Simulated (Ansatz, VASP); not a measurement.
## In: VASP beside Ansatz

```
CELL_PARAMETERS angstrom
-1.67493 1.67493 2.39973
1.67493 -1.67493 2.39973
1.67493 1.67493 -2.39973
ATOMIC_POSITIONS crystal
In 0.00000 0.00000 0.00000
```

Change from the starting cell: strain +0.030 along x and y, -0.030 along z, atoms carried along.

Alike in both runs: task single point; functional PBEsol; k mesh 20 × 20 × 20; occupations gaussian, width 0.15 eV; no spin polarisation.

|  | VASP | Ansatz |
| --- | --- | --- |
| version | VASP 6.6.1 | Ansatz 0.2.0 |
| potentials or method | VASP PAW PBE potentials, release 64 (In_d), cutoff 520 eV | scalar-relativistic, plane waves, PAW |
| valence electrons in the cell | 13 | 13 |

```csv
,VASP,Ansatz,Ansatz less VASP
gap on the k mesh at the Fermi level (eV),none,none,-
pressure (GPa),-2.1,-2.1,+0.03
```

VASP's potentials were made for PBE, not for PBEsol. A gap of «none» marks a metal or a gap that the smearing closes. With one functional, cell and mesh, what is left measures potentials, basis and numerics.
